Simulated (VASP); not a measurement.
Zr: single point with r2SCAN

Zr:

```
Zr
1.0
     0.00000    2.26300    2.26300
     2.26300    0.00000    2.26300
     2.26300    2.26300    0.00000
Zr
1
Direct
  0.00000 0.00000 0.00000
```

```yaml
Program: VASP 6.6.1
Task: single point
Functional: r2SCAN
Potentials_or_basis: VASP PAW PBE potentials, release 64 (Zr_sv)
Cutoff: 520 eV
k_mesh: 8 × 8 × 8
Occupations: gaussian, width 0.1 eV
Spin: no spin polarisation
```

* Pressure: 0.1 GPa
* Band gap on the k mesh: zero (band 6 reaches 10.09 eV, above the bottom of band 7 at 8.53 eV)

Levels at points of the mesh, in eV from the Fermi level:
```tsv
k point	band 2	band 3	band 4	band 5	band 6	band 7	band 8	band 9	band 10	band 11
(0.00, 0.00, 0.00)	-27.19	-27.19	-27.19	-5.92	1.11	1.11	1.11	3.73	3.73	10.85
(0.50, 0.00, 0.00)	-28.22	-27.32	-27.32	-3.11	0.95	0.95	0.97	5.50	5.50	10.16
(0.50, 0.50, 0.00)	-28.15	-27.55	-27.55	-3.14	-2.31	3.02	5.56	5.99	5.99	10.34
```

It took 11 s on 1 thread of Intel(R) Xeon(R) 6975P-C (Granite Rapids) (shared host), peak memory 0.14 GiB.

Caveat: the PAW data sets were made with another functional, which shifts forces and pressure a little.
